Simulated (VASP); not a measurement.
# CuO (zincblende type) (F-43m) in VASP: notebook, part 2 of 2

VASP 6.6.1.

### 4 Single point, PBE (11.92 Å³/atom)

This run uses another cell than the first one, of 11.92 Å³/atom.

INCAR

```
  PREC = Accurate
  ENCUT = 520
  EDIFF = 1E-6
  ISMEAR = -1
  SIGMA = 0.05
  LREAL = F
  LASPH = T
  NELM = 100
  ALGO = Normal
  ISIF = 2
  LWAVE = F
  LCHARG = T
  GGA = PE
  LELF = T
  LVHAR = T
  NBANDS = 16
```

KPOINTS

```
regular mesh
0
Gamma
  16 16 16
```

POSCAR

```
CuO
1.0
    0.0000000000      2.2841972845      2.2841972845
    2.2841972845      0.0000000000      2.2841972845
    2.2841972845      2.2841972845      0.0000000000
Cu O
1 1
Direct
    0.0000000000      0.0000000000      0.0000000000
    0.2500000000      0.2500000000      0.2500000000
```

Potentials or basis: VASP PAW PBE potentials, release 64 (Cu, O).

On the command line:

```
> cat potpaw_PBE.64/Cu/POTCAR potpaw_PBE.64/O/POTCAR > POTCAR
> mpirun -np 1 vasp_std > vasp.out
```

OUTCAR:

```text
PREC = Accurate
   ENCUT = 520
   EDIFF = 1E-6
   ISMEAR = -1
   LREAL = F
   LASPH = T
   NELM = 100
   ISIF = 2
   GGA = PE

 ion  position               nearest neighbor table
   1  0.000  0.000  0.000-   2 1.98   2 1.98   2 1.98   2 1.98
   2  0.250  0.250  0.250-   1 1.98   1 1.98   1 1.98   1 1.98

  LATTYP: Found a face centered cubic cell.
 ALAT       =     4.5683945690

  Lattice vectors:

 A1 = (   0.0000000000,   2.2841972845,   2.2841972845)
 A2 = (   2.2841972845,   0.0000000000,   2.2841972845)
 A3 = (   2.2841972845,   2.2841972845,   0.0000000000)

Analysis of symmetry for initial positions (statically):
=====================================================================
 Subroutine PRICEL returns:
 Original cell was already a primitive cell.

 Routine SETGRP: Setting up the symmetry group for a
 face centered cubic supercell.

 Subroutine GETGRP returns: Found 24 space group operations
 (whereof 24 operations were pure point group operations)
 out of a pool of 48 trial point group operations.

The static configuration has the point symmetry T_d .

Analysis of symmetry for dynamics (positions and initial velocities):
=====================================================================
 Subroutine PRICEL returns:
 Original cell was already a primitive cell.

 Routine SETGRP: Setting up the symmetry group for a
 face centered cubic supercell.

 Subroutine GETGRP returns: Found 24 space group operations
 (whereof 24 operations were pure point group operations)
 out of a pool of 48 trial point group operations.

The dynamic configuration has the point symmetry T_d .

 Subroutine INISYM returns: Found 24 space group operations
 (whereof 24 operations are pure point group operations),
 and found     1 'primitive' translations

[... 110 lines left out ...]
   EFERMI_NEDOS =   21; number of points for ismear=-14 and -15
   IALGO  =     38    algorithm
   IMIX   =      4    mixing-type and parameters
     AMIX     =   0.40;   BMIX     =  1.00
     AMIX_MAG =   1.60;   BMIX_MAG =  1.00
  volume/ion in A,a.u.               =      11.92        80.43
  Fermi-wavevector in a.u.,A,eV,Ry     =   1.462674  2.764053 29.108510  2.139415
  Thomas-Fermi vector in A             =   2.578859
   LORBIT       =      0    0 simple, 1 ext, 2 COOP (PROOUT), +10 PAW based schemes
   GGA     = PE    functional components
   LHFCALC =     F    Hartree Fock is set to
   AEXX    =    0.0000 exact exchange contribution
   IVDW    =     0    specifies the selected vdW correction
   LEPSILON=     F    determine dielectric tensor
   LRPA    =     F    only Hartree local field effects (RPA)
 non-spin polarized calculation
  energy-cutoff  :      520.00
  volume of cell :       23.84
 maximum number of plane-waves:       660
   NGX = 13   NGY = 13   NGZ = 13

 number of electron      17.0000013 magnetization

 Free energy of the ion-electron system (eV)
  ---------------------------------------------------
  ext. energy  EPLUGINS =         0.00000000
  ---------------------------------------------------
  free energy    TOTEN  =        -9.56191085 eV

  energy without entropy =       -9.54042975  energy(sigma->0) =       -9.55117030

 E-fermi :   3.6741     XC(G=0): -10.8757

 val. band max:        3.6611329381   @ k =   0.5000   0.0000   0.0000
 cond. band min:       3.6755370775   @ k =  -0.1875   0.1250   0.0000
 fundamental gap:      0.0144041393
 Fermi energy:         3.6740741545

 k-point     1 :       0.0000    0.0000    0.0000
  band No.  band energies     occupation
      1     -14.9911      2.00000
      2      -1.0233      2.00000
      3      -1.0233      2.00000
      4      -1.0233      2.00000
      5       1.7104      2.00000
      6       1.7104      2.00000
[... 433 lines left out ...]
      3      -0.9928      2.00000
      4      -0.9927      2.00000
      5       1.6868      2.00000
      6       1.7138      2.00000
[... 8 lines left out ...]
     15      23.1916      0.00000
     16      24.8667      0.00000

 [... further k-points ...]

------------------------ aborting loop because EDIFF is reached ----------------------------------------

  FORCE on cell =-STRESS in cart. coord.  units (eV):
  Direction    XX          YY          ZZ          XY          YZ          ZX
  --------------------------------------------------------------------------------------
  -------------------------------------------------------------------------------------
  Total       -0.4773772     -0.4773772     -0.4773772      0.0000000      0.0000000     -0.0000000
  in kB      -32.0879070    -32.0879070    -32.0879070      0.0000000      0.0000000     -0.0000000
  external PRESSURE =     -32.0879070 kB  Pullay stress =       0.0000000 kB

 VOLUME and BASIS-vectors are now :
 -----------------------------------------------------------------------------
  energy-cutoff  :      520.00
  volume of cell :       23.84
      direct lattice vectors                 reciprocal lattice vectors
     0.000000000  2.284197284  2.284197284    -0.218895278  0.218895278  0.218895278
     2.284197284  0.000000000  2.284197284     0.218895278 -0.218895278  0.218895278
     2.284197284  2.284197284  0.000000000     0.218895278  0.218895278 -0.218895278

 POSITION                                       TOTAL-FORCE (eV/Angst)
 -----------------------------------------------------------------------------------
      0.00000      0.00000      0.00000        -0.000000     -0.000000      0.000000
      1.14210      1.14210      1.14210         0.000000      0.000000     -0.000000
 -----------------------------------------------------------------------------------
    total drift:                                0.000001      0.000001      0.000001

  FREE ENERGIE OF THE ION-ELECTRON SYSTEM (eV)
  ---------------------------------------------------
  free  energy   TOTEN  =        -9.5619108541 eV

  energy  without entropy=       -9.5404297494  energy(sigma->0) =       -9.55117030
```

OSZICAR:

```text
N       E                     dE             d eps       ncg     rms          rms(c)
DAV:   1     0.949433153310E+02    0.94943E+02   -0.81756E+03  4928   0.152E+03
DAV:   2    -0.677523485666E+01   -0.10172E+03   -0.90387E+02  4944   0.282E+02
DAV:   3    -0.125405097406E+02   -0.57653E+01   -0.54892E+01  5784   0.682E+01
DAV:   4    -0.126120519776E+02   -0.71542E-01   -0.71417E-01  5312   0.747E+00
DAV:   5    -0.126133212292E+02   -0.12693E-02   -0.12692E-02  6216   0.106E+00    0.120E+01
DAV:   6    -0.115524412551E+02    0.10609E+01   -0.19930E+01  5296   0.117E+02    0.102E+01
DAV:   7    -0.957007611565E+01    0.19824E+01   -0.67886E+00  5976   0.923E+01    0.163E+00
DAV:   8    -0.958476431557E+01   -0.14688E-01   -0.41080E-01  4928   0.553E+00    0.109E+00
DAV:   9    -0.956464797253E+01    0.20116E-01   -0.46193E-02  8120   0.513E+00    0.474E-01
DAV:  10    -0.956189277695E+01    0.27552E-02   -0.70800E-03  7232   0.178E+00    0.227E-01
DAV:  11    -0.956182614498E+01    0.66632E-04   -0.20141E-03  5360   0.424E-01    0.490E-02
DAV:  12    -0.956187436677E+01   -0.48222E-04   -0.61099E-05  6208   0.114E-01    0.533E-02
DAV:  13    -0.956191229416E+01   -0.37927E-04   -0.59637E-05  5584   0.893E-02    0.120E-02
DAV:  14    -0.956191116556E+01    0.11286E-05   -0.20023E-06  5712   0.188E-02    0.661E-03
DAV:  15    -0.956191085407E+01    0.31148E-06   -0.14452E-06  4736   0.116E-02
   1 F= -.95619109E+01 E0= -.95511703E+01  d E =-.214811E-01
```

It took 54 s on 1 thread of Intel Xeon 6455B, shared host; peak memory 0.18 GiB.

What came out:

```yaml
Free_energy: -9.5619 eV
Pressure: -3.2 GPa
Band_gap_on_the_k_mesh: zero (an odd number of electrons rules out a gap without spin polarisation)
```

Caveat: the cell stands under tension; an odd number of electrons without spin polarisation forces a metal; a magnetic or distorted state may lie lower; semilocal functionals often make such compounds metallic where correlation or magnetic order opens a gap, which also shifts bond lengths.

### 5 Overview

```csv
cell,gap on the mesh (eV),pressure (GPa)
"a = 3.166 Å, angles 60.0°, 2 atoms",none,5.2
"a = 3.199 Å, angles 60.0°, 2 atoms",none,0.6
"a = 3.230 Å, angles 60.0°, 2 atoms",none,-3.2
```

Alike in all rows: task single point; level PBE; potentials or basis VASP PAW PBE potentials, release 64 (Cu, O); no spin polarisation; k mesh 16 × 16 × 16; cutoff (eV) 520; smearing fermi-dirac 0.05 eV.

Caveats: an odd number of electrons without spin polarisation forces a metal; a magnetic or distorted state may lie lower; semilocal functionals often make such compounds metallic where correlation or magnetic order opens a gap, which also shifts bond lengths; the cell stands under pressure (at least some runs); the cell stands under tension (at least some runs).

Total energies depend on the potentials used, so only differences within one code and one set of settings carry meaning.
